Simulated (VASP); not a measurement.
# Sn3Se (Pm-3m) in VASP: notebook

The runs below take Sn3Se through single point, with PBE.

Program: VASP 6.6.1. These are calculated values, not measurements. Logs are shortened: lines on timing, memory, paths and dates and some standing lists are left out, and cuts for length are marked.

## Step 1: The cell of the first run

It takes space group Pm-3m (No. 221, cubic). The conventional cell has a = 4.645 Å, b = 4.645 Å, c = 4.645 Å, α = 90.00°, β = 90.00°, γ = 90.00°. Within 4.3 Å of Sn (site symmetry 4/mmm) lie 8 Sn at 3.28 Å and 4 Se at 3.28 Å. Within 4.3 Å of Se (site symmetry m-3m) lie 12 Sn at 3.28 Å.

## Step 2: Single point, PBE

File INCAR:

```
SYSTEM = Sn3Se
PREC = Accurate
ENCUT = 520
EDIFF = 1E-7
ISMEAR = -1
SIGMA = 0.05
LREAL = .False.
LASPH = .True.
NELM = 100
ALGO = Normal
ISIF = 2
LWAVE = .False.
LCHARG = .False.
GGA = PE
NBANDS = 32
```

File KPOINTS:

```
regular mesh
0
Gamma
  6 6 6
  0 0 0
```

File POSCAR:

```
Sn3Se
1.0
    4.6450787976      0.0000000000      0.0000000000
    0.0000000000      4.6450787976      0.0000000000
    0.0000000000      0.0000000000      4.6450787976
Sn Se
3 1
Direct
    0.5000000000      0.5000000000      0.0000000000
    0.5000000000      0.0000000000      0.5000000000
    0.0000000000      0.5000000000      0.5000000000
    0.0000000000      0.0000000000      0.0000000000
```

Potentials or basis: VASP PAW PBE potentials, release 64 (Sn_d, Se).

Command:

```sh
cat potpaw_PBE.64/Sn_d/POTCAR potpaw_PBE.64/Se/POTCAR > POTCAR
mpirun -np 1 vasp_std > vasp.out
```

OUTCAR:

```text
SYSTEM = Sn3Se
   PREC = Accurate
   ENCUT = 520
   EDIFF = 1E-7
   ISMEAR = -1
   LREAL = .False.
   LASPH = .True.
   NELM = 100
   ISIF = 2
   GGA = PE

 ion  position               nearest neighbor table
   1  0.500  0.500  0.000-   2 3.28   3 3.28   2 3.28   3 3.28   2 3.28   2 3.28   3 3.28   3 3.28

   2  0.500  0.000  0.500-   1 3.28   3 3.28   1 3.28   1 3.28   3 3.28   1 3.28   3 3.28   3 3.28

   3  0.000  0.500  0.500-   1 3.28   2 3.28   1 3.28   2 3.28   1 3.28   2 3.28   1 3.28   2 3.28

   4  0.000  0.000  0.000-

  LATTYP: Found a simple cubic cell.
 ALAT       =     4.6450787976

  Lattice vectors:

 A1 = (   4.6450787976,   0.0000000000,   0.0000000000)
 A2 = (   0.0000000000,   4.6450787976,   0.0000000000)
 A3 = (   0.0000000000,   0.0000000000,   4.6450787976)

Analysis of symmetry for initial positions (statically):
=====================================================================
 Subroutine PRICEL returns:
 Original cell was already a primitive cell.

 Routine SETGRP: Setting up the symmetry group for a
 simple cubic supercell.

 Subroutine GETGRP returns: Found 48 space group operations
 (whereof 48 operations were pure point group operations)
 out of a pool of 48 trial point group operations.

The static configuration has the point symmetry O_h .

Analysis of symmetry for dynamics (positions and initial velocities):
=====================================================================
 Subroutine PRICEL returns:
 Original cell was already a primitive cell.

 Routine SETGRP: Setting up the symmetry group for a
 simple cubic supercell.

 Subroutine GETGRP returns: Found 48 space group operations
 (whereof 48 operations were pure point group operations)
 out of a pool of 48 trial point group operations.

The dynamic configuration has the point symmetry O_h .

 Subroutine INISYM returns: Found 48 space group operations
 (whereof 48 operations are pure point group operations),
 and found     1 'primitive' translations

----------------------------------------------------------------------------------------

                                     Primitive cell

  volume of cell :     100.2257

  direct lattice vectors                    reciprocal lattice vectors
     4.645078798  0.000000000  0.000000000     0.215281601  0.000000000  0.000000000
     0.000000000  4.645078798  0.000000000     0.000000000  0.215281601  0.000000000
     0.000000000  0.000000000  4.645078798     0.000000000  0.000000000  0.215281601

  length of vectors
     4.645078798  4.645078798  4.645078798     0.215281601  0.215281601  0.215281601

  position of ions in fractional coordinates (direct lattice)
     0.500000000  0.500000000  0.000000000
     0.500000000  0.000000000  0.500000000
     0.000000000  0.500000000  0.500000000
     0.000000000  0.000000000  0.000000000

  ion indices of the primitive-cell ions
   primitive index   ion index
                 1           1
                 2           2
                 3           3
                 4           4

----------------------------------------------------------------------------------------

 KPOINTS: regular mesh

Automatic generation of k-mesh.
 Grid dimensions read from file:
 generate k-points for:    6    6    6

 Generating k-lattice:

  Cartesian coordinates                     Fractional coordinates (reciprocal lattice)
     0.035880267  0.000000000  0.000000000     0.166666667  0.000000000  0.000000000
     0.000000000  0.035880267  0.000000000     0.000000000  0.166666667  0.000000000
     0.000000000  0.000000000  0.035880267     0.000000000  0.000000000  0.166666667

  Length of vectors
     0.035880267  0.035880267  0.035880267

  Shift w.r.t. Gamma in fractional coordinates (k-lattice)
     0.000000000  0.000000000  0.000000000

 Subroutine IBZKPT returns following result:
 ===========================================

 Found     20 irreducible k-points:

 Following reciprocal coordinates:
            Coordinates               Weight
  0.000000  0.000000  0.000000      1.000000
  0.166667  0.000000  0.000000      6.000000
  0.333333  0.000000  0.000000      6.000000
  0.500000  0.000000  0.000000      3.000000
  0.166667  0.166667  0.000000     12.000000
  0.333333  0.166667  0.000000     24.000000
[... 12 lines left out ...]
  0.500000  0.500000  0.333333      6.000000
  0.500000  0.500000  0.500000      1.000000
   k-points           NKPTS =     20   k-points in BZ     NKDIM =     20   number of bands    NBANDS=     32
   number of dos      NEDOS =    301   number of ions     NIONS =      4
   total plane-waves  NPLWV =  46656
   dimension x,y,z NGX =    36 NGY =   36 NGZ =   36
   dimension x,y,z NGXF=    72 NGYF=   72 NGZF=   72
   ions per type =               3   1
   NGX,Y,Z   is equivalent  to a cutoff of  12.88, 12.88, 12.88 a.u.
   NGXF,Y,Z  is equivalent  to a cutoff of  25.77, 25.77, 25.77 a.u.
 SYSTEM =  Sn3Se
   PREC   = accura    normal or accurate (medium, high low for compatibility)
   ISTART =      0    job   : 0-new  1-cont  2-samecut
   ICHARG =      2    charge: 1-file 2-atom 10-const
   ISPIN  =      1    spin polarized calculation?
   LNONCOLLINEAR =      F non collinear calculations
   LSORBIT =      F    spin-orbit coupling
   LASPH  =      T    aspherical Exc in radial PAW
   ENCUT  =  520.0 eV  38.22 Ry    6.18 a.u.   8.64  8.64  8.64*2*pi/ulx,y,z
   NELM   =    100;   NELMIN=  2; NELMDL= -5     # of ELM steps
   EDIFF  = 0.1E-06   stopping-criterion for ELM
   LREAL  =      F    real-space projection
   EDIFFG = 0.1E-05   stopping-criterion for IOM
   NSW    =      0    number of steps for IOM
   IBRION =     -1    ionic relax: 0-MD 1-quasi-New 2-CG
   NFREE  =      0    steps in history (QN), initial steepest desc. (CG)
   ISIF   =      2    stress and relaxation
   ISYM   =      2    0-nonsym 1-usesym 2-fastsym
   POTIM  = 0.5000    time-step for ionic-motion
   TEBEG  =    0.0;   TEEND  =   0.0 temperature during run
   PSTRESS=    0.0 pullay stress
   NELECT =      48.0000    total number of electrons
   NUPDOWN=      -1.0000    fix difference up-down
   EMIN   =  10.00;   EMAX   =-10.00  energy-range for DOS
   EFERMI =   0.00;   METHOD = LEGACY
   ISMEAR =    -1;   SIGMA  =   0.05  broadening in eV -4-tet -1-fermi 0-gaus
   EFERMI_NEDOS =   21; number of points for ismear=-14 and -15
   IALGO  =     38    algorithm
   IMIX   =      4    mixing-type and parameters
     AMIX     =   0.40;   BMIX     =  1.00
     AMIX_MAG =   1.60;   BMIX_MAG =  1.00
  volume/ion in A,a.u.               =      25.06       169.09
  Fermi-wavevector in a.u.,A,eV,Ry     =   1.280842  2.420440 22.321116  1.640556
  Thomas-Fermi vector in A             =   2.413246
   LORBIT       =      0    0 simple, 1 ext, 2 COOP (PROOUT), +10 PAW based schemes
   GGA     = PE    functional components
   LHFCALC =     F    Hartree Fock is set to
   AEXX    =    0.0000 exact exchange contribution
   IVDW    =     0    specifies the selected vdW correction
   LEPSILON=     F    determine dielectric tensor
   LRPA    =     F    only Hartree local field effects (RPA)
 non-spin polarized calculation
  energy-cutoff  :      520.00
  volume of cell :      100.23
 maximum number of plane-waves:      2730
 NGX is ok and might be reduce to    36
   NGX = 17   NGY = 17   NGZ = 17

 number of electron      47.9999970 magnetization

 Free energy of the ion-electron system (eV)
  ---------------------------------------------------
  ext. energy  EPLUGINS =         0.00000000
  ---------------------------------------------------
  free energy    TOTEN  =       -14.77495635 eV

  energy without entropy =      -14.75372549  energy(sigma->0) =      -14.76434092

 E-fermi :   7.9633     XC(G=0): -10.4617

 val. band max:        7.9618126405   @ k =   0.1667   0.1667   0.1667
 cond. band min:       7.9909762499   @ k =   0.5000   0.5000   0.0000
 fundamental gap:      0.0291636094
 Fermi energy:         7.9632965029

 k-point     1 :       0.0000    0.0000    0.0000
  band No.  band energies     occupation
      1     -13.8589      2.00000
      2     -13.8589      2.00000
      3     -13.8589      2.00000
      4     -13.8225      2.00000
      5     -13.8225      2.00000
      6     -13.8036      2.00000
[... 24 lines left out ...]
     31      13.5687      0.00000
     32      13.6745      0.00000

 k-point     2 :       0.1667    0.0000    0.0000
  band No.  band energies     occupation
      1     -13.8556      2.00000
      2     -13.8421      2.00000
      3     -13.8421      2.00000
      4     -13.8212      2.00000
      5     -13.8125      2.00000
      6     -13.7919      2.00000
[... 24 lines left out ...]
     31      13.8245      0.00000
     32      14.0562      0.00000

 k-point     3 :       0.3333    0.0000    0.0000
  band No.  band energies     occupation
      1     -13.8482      2.00000
      2     -13.8188      2.00000
      3     -13.7987      2.00000
      4     -13.7987      2.00000
      5     -13.7873      2.00000
      6     -13.7620      2.00000
[... 24 lines left out ...]
     31      12.8609      0.00000
     32      14.1301      0.00000

 k-point     4 :       0.5000    0.0000    0.0000
  band No.  band energies     occupation
      1     -13.8441      2.00000
      2     -13.8176      2.00000
      3     -13.7687      2.00000
      4     -13.7687      2.00000
      5     -13.7680      2.00000
      6     -13.7513      2.00000
[... 514 lines left out ...]
     31      13.5911      0.00000
     32      16.2887      0.00000

 k-point    19 :       0.5000    0.5000    0.3333
  band No.  band energies     occupation
      1     -13.8291      2.00000
      2     -13.8145      2.00000
      3     -13.8145      2.00000
      4     -13.8062      2.00000
      5     -13.7722      2.00000
      6     -13.7706      2.00000
[... 24 lines left out ...]
     31      14.2742      0.00000
     32      15.8995      0.00000

 k-point    20 :       0.5000    0.5000    0.5000
  band No.  band energies     occupation
      1     -13.8374      2.00000
      2     -13.8171      2.00000
      3     -13.8171      2.00000
      4     -13.8171      2.00000
      5     -13.7787      2.00000
      6     -13.7787      2.00000
[... 24 lines left out ...]
     31      14.5163      0.00000
     32      15.2550      0.00000

------------------------ aborting loop because EDIFF is reached ----------------------------------------

  FORCE on cell =-STRESS in cart. coord.  units (eV):
  Direction    XX          YY          ZZ          XY          YZ          ZX
  --------------------------------------------------------------------------------------
  -------------------------------------------------------------------------------------
  Total        2.2679015      2.2679015      2.2679015      0.0000000     -0.0000000      0.0000000
  in kB       36.2539659     36.2539659     36.2539659      0.0000000     -0.0000000      0.0000000
  external PRESSURE =      36.2539659 kB  Pullay stress =       0.0000000 kB

 VOLUME and BASIS-vectors are now :
 -----------------------------------------------------------------------------
  energy-cutoff  :      520.00
  volume of cell :      100.23
      direct lattice vectors                 reciprocal lattice vectors
     4.645078798  0.000000000  0.000000000     0.215281601  0.000000000  0.000000000
     0.000000000  4.645078798  0.000000000     0.000000000  0.215281601  0.000000000
     0.000000000  0.000000000  4.645078798     0.000000000  0.000000000  0.215281601

 POSITION                                       TOTAL-FORCE (eV/Angst)
 -----------------------------------------------------------------------------------
      2.32254      2.32254      0.00000         0.000000      0.000000      0.000000
      2.32254      0.00000      2.32254         0.000000      0.000000      0.000000
      0.00000      2.32254      2.32254         0.000000      0.000000      0.000000
      0.00000      0.00000      0.00000         0.000000      0.000000      0.000000
 -----------------------------------------------------------------------------------
    total drift:                                0.000000      0.000000      0.000000

  FREE ENERGIE OF THE ION-ELECTRON SYSTEM (eV)
  ---------------------------------------------------
  free  energy   TOTEN  =       -14.7749563462 eV

  energy  without entropy=      -14.7537254942  energy(sigma->0) =      -14.76434092
```

Run time: 56 s. Hardware: 1 thread of AMD EPYC 7R43 (Zen 3), shared host; peak memory 0.19 GiB.

What came out:

- Free energy: -14.7750 eV
- Pressure: 3.6 GPa
- Band gap on the k mesh: zero (band 24 reaches 10.13 eV, above the bottom of band 25 at 7.63 eV)

Caveat: spin-orbit coupling is left out, which moves the levels of the heavy elements.

## Step 3: Single point, PBE

This run uses another cell than the first one, of 25.59 Å³/atom, 1.021 times its volume.

File INCAR:

```
SYSTEM = Sn3Se
PREC = Accurate
ENCUT = 520
EDIFF = 1E-7
ISMEAR = -1
SIGMA = 0.05
LREAL = .FALSE.
LASPH = .TRUE.
NELM = 100
ALGO = Normal
ISIF = 2
LWAVE = .FALSE.
LCHARG = .TRUE.
GGA = PE
LELF = .TRUE.
LVHAR = .TRUE.
NBANDS = 32
```

File KPOINTS:

```
Automatic mesh
0
G
  6 6 6
  0 0 0
```

File POSCAR:

```
Sn3Se
1.0
    4.6777916979      0.0000000000      0.0000000000
    0.0000000000      4.6777916979      0.0000000000
    0.0000000000      0.0000000000      4.6777916979
Sn Se
3 1
Direct
    0.5000000000      0.5000000000      0.0000000000
    0.5000000000      0.0000000000      0.5000000000
    0.0000000000      0.5000000000      0.5000000000
    0.0000000000      0.0000000000      0.0000000000
```

Potentials or basis: VASP PAW PBE potentials, release 64 (Sn_d, Se).

Command:

```sh
cat potpaw_PBE.64/Sn_d/POTCAR potpaw_PBE.64/Se/POTCAR > POTCAR
mpirun -np 1 vasp_std > vasp.out
```

Wall time 60 s (1 thread of AMD EPYC 7R43 (Zen 3), shared host); peak memory 0.19 GiB.

It converged, with:

* Free energy: -14.8155 eV
* Pressure: 2.4 GPa
* Band gap on the k mesh: zero (band 24 reaches 9.81 eV, above the bottom of band 25 at 7.38 eV)

Levels at points of the mesh, in eV from the Fermi level:
```tsv
k point	band 20	band 21	band 22	band 23	band 24	band 25	band 26	band 27	band 28	band 29
(0.00, 0.00, 0.00)	-4.50	-4.50	-4.50	-0.04	-0.04	-0.04	2.37	2.37	2.37	4.28
(0.50, 0.00, 0.00)	-3.39	-3.39	-1.95	-1.87	-1.87	-0.21	2.04	2.29	2.29	2.39
(0.50, 0.50, 0.00)	-2.68	-2.43	-2.01	-2.01	-0.58	0.05	0.05	0.09	3.32	3.32
(0.50, 0.50, 0.50)	-5.47	-5.47	-5.47	-4.90	2.10	2.10	2.10	6.14	6.14	6.40
```

Caveat: spin-orbit coupling is left out, which moves the levels of the heavy elements.

## Step 4: Single point, PBE

This run uses another cell than the first one, of 26.12 Å³/atom, 1.043 times its volume.

File INCAR:

```
SYSTEM = Sn3Se
PREC     = Accurate       ! precision mode
ENCUT    = 520            ! plane-wave cutoff, eV
EDIFF    = 1E-7           ! SCF threshold, eV
ISMEAR   = -1             ! smearing method
SIGMA    = 0.05           ! smearing width, eV
LREAL    = .FALSE.        ! projectors in reciprocal space
LASPH    = .TRUE.         ! aspherical terms in the spheres
NELM     = 100            ! most SCF steps
ALGO     = Normal         ! electronic algorithm
ISIF     = 2              ! what is computed and relaxed
LWAVE    = .FALSE.        ! write WAVECAR
LCHARG   = .FALSE.        ! write CHGCAR
GGA      = PE             ! functional
NBANDS   = 32             ! bands
```

KPOINTS is that of step 3.

File POSCAR:

```
Sn3Se
1.0
    4.7100533498      0.0000000000      0.0000000000
    0.0000000000      4.7100533498      0.0000000000
    0.0000000000      0.0000000000      4.7100533498
Sn Se
3 1
Direct
    0.5000000000      0.5000000000      0.0000000000
    0.5000000000      0.0000000000      0.5000000000
    0.0000000000      0.5000000000      0.5000000000
    0.0000000000      0.0000000000      0.0000000000
```

Command:

```sh
cat potpaw_PBE.64/Sn_d/POTCAR potpaw_PBE.64/Se/POTCAR > POTCAR
mpirun -np 1 vasp_std > vasp.out
```

Wall time 61 s (1 thread of AMD EPYC 7R43 (Zen 3), shared host); peak memory 0.19 GiB.

The run converged. Its results:

```
Free energy            : -14.8403 eV
Pressure               : 1.3 GPa
Band gap on the k mesh : zero (band 24 reaches 9.51 eV, above the bottom of band 25 at 7.15 eV)
```

Levels at points of the mesh, in eV from the Fermi level:
```
           k point  band 21  band 22  band 23  band 24  band 25  band 26  band 27  band 28
(0.00, 0.00, 0.00)    -4.41    -4.41    -0.04    -0.04    -0.04     2.33     2.33     2.33
(0.50, 0.00, 0.00)    -3.32    -1.91    -1.82    -1.82    -0.17     1.96     2.24     2.24
(0.50, 0.50, 0.00)    -2.39    -2.02    -2.02    -0.61     0.07     0.07     0.09     3.23
(0.50, 0.50, 0.50)    -5.35    -5.35    -4.80     2.04     2.04     2.04     6.01     6.01
```

Caveat: spin-orbit coupling is left out, which moves the levels of the heavy elements.

## Step 5: Single point, PBE

This run uses another cell than the first one, of 26.66 Å³/atom, 1.064 times its volume.

File INCAR:

```
SYSTEM = Sn3Se
PREC = Accurate
ENCUT = 520
EDIFF = 1E-6
ISMEAR = -1
SIGMA = 0.05
LREAL = .FALSE.
LASPH = .TRUE.
NELM = 100
ALGO = Normal
ISIF = 2
LWAVE = .FALSE.
LCHARG = .TRUE.
GGA = PE
LELF = .TRUE.
LVHAR = .TRUE.
NBANDS = 32
```

KPOINTS is that of step 4.

File POSCAR:

```
Sn3Se
1.0
    4.7418790000      0.0000000000      0.0000000000
    0.0000000000      4.7418790000      0.0000000000
    0.0000000000      0.0000000000      4.7418790000
Sn Se
3 1
Direct
    0.5000000000      0.5000000000      0.0000000000
    0.5000000000      0.0000000000      0.5000000000
    0.0000000000      0.5000000000      0.5000000000
    0.0000000000      0.0000000000      0.0000000000
```

Command:

```sh
cat potpaw_PBE.64/Sn_d/POTCAR potpaw_PBE.64/Se/POTCAR > POTCAR
mpirun -np 1 vasp_std > vasp.out
```

Run time: 61 s. Hardware: 1 thread of AMD EPYC 7R43 (Zen 3), shared host; peak memory 0.19 GiB.

Results (log left out):

```yaml
Free_energy: -14.8506 eV
Pressure: 0.2 GPa
Band_gap_on_the_k_mesh: zero (band 24 reaches 9.21 eV, above the bottom of band 25 at 6.93 eV)
```

Levels at points of the mesh, in eV from the Fermi level:
| k point | band 20 | band 21 | band 22 | band 23 | band 24 | band 25 | band 26 | band 27 | band 28 | band 29 |
| --- | --- | --- | --- | --- | --- | --- | --- | --- | --- | --- |
| (0.00, 0.00, 0.00) | -4.31 | -4.31 | -4.31 | -0.04 | -0.04 | -0.04 | 2.29 | 2.29 | 2.29 | 4.22 |
| (0.50, 0.00, 0.00) | -3.24 | -3.24 | -1.88 | -1.77 | -1.77 | -0.13 | 1.88 | 2.17 | 2.19 | 2.19 |
| (0.50, 0.50, 0.00) | -2.57 | -2.35 | -2.02 | -2.02 | -0.63 | 0.09 | 0.09 | 0.10 | 3.15 | 3.15 |
| (0.50, 0.50, 0.50) | -5.23 | -5.23 | -5.23 | -4.70 | 1.97 | 1.97 | 1.97 | 5.88 | 5.88 | 6.12 |

Caveat: spin-orbit coupling is left out, which moves the levels of the heavy elements.

## Step 6: Single point, PBE

This run uses another cell than the first one, of 26.66 Å³/atom, 1.064 times its volume.

File INCAR:

```
ALGO = Normal ; EDIFF = 1E-6
ENCUT = 520 ; GGA = PE
ISIF = 2 ; ISMEAR = -1
LASPH = T ; LCHARG = T
LELF = T ; LREAL = F
LVHAR = T ; LWAVE = F
NBANDS = 32 ; NELM = 100
PREC = Accurate ; SIGMA = 0.05
```

File KPOINTS:

```
k-points
0
Gamma
  6 6 6
```

POSCAR is that of step 5.

Potentials or basis: VASP PAW PBE potentials, release 64 (Sn_d, Se).

Command:

```sh
cat potpaw_PBE.64/Sn_d/POTCAR potpaw_PBE.64/Se/POTCAR > POTCAR
mpirun -np 1 vasp_std > vasp.out
```

It took 57 s on 1 thread of AMD EPYC 7R43 (Zen 3), shared host; peak memory 0.19 GiB.

Results (log left out):

```yaml
Free_energy: -14.8506 eV
Pressure: 0.2 GPa
Band_gap_on_the_k_mesh: zero (band 24 reaches 9.21 eV, above the bottom of band 25 at 6.93 eV)
```

Levels at points of the mesh, in eV from the Fermi level:
```csv
k point,band 22,band 23,band 24,band 25,band 26,band 27
"(0.00, 0.00, 0.00)",-4.31,-0.04,-0.04,-0.04,2.29,2.29
"(0.50, 0.00, 0.00)",-1.88,-1.77,-1.77,-0.13,1.88,2.17
"(0.50, 0.50, 0.00)",-2.02,-2.02,-0.63,0.09,0.09,0.10
"(0.50, 0.50, 0.50)",-5.23,-4.70,1.97,1.97,1.97,5.88
```

Caveat: spin-orbit coupling is left out, which moves the levels of the heavy elements.

## Step 7: The runs side by side

```tsv
cell	gap on the mesh (eV)	pressure (GPa)
a = 4.645 Å, 4 atoms	none	3.6
a = 4.678 Å, 4 atoms	none	2.4
a = 4.710 Å, 4 atoms	none	1.3
a = 4.742 Å, 4 atoms	none	0.2
```

Alike in all rows: task single point; level PBE; potentials or basis VASP PAW PBE potentials, release 64 (Sn_d, Se); no spin polarisation; k mesh 6 × 6 × 6; cutoff (eV) 520; smearing fermi-dirac 0.05 eV.

Caveats: spin-orbit coupling is left out, which moves the levels of the heavy elements.

Absolute energies hang on the potentials; compare differences alone.
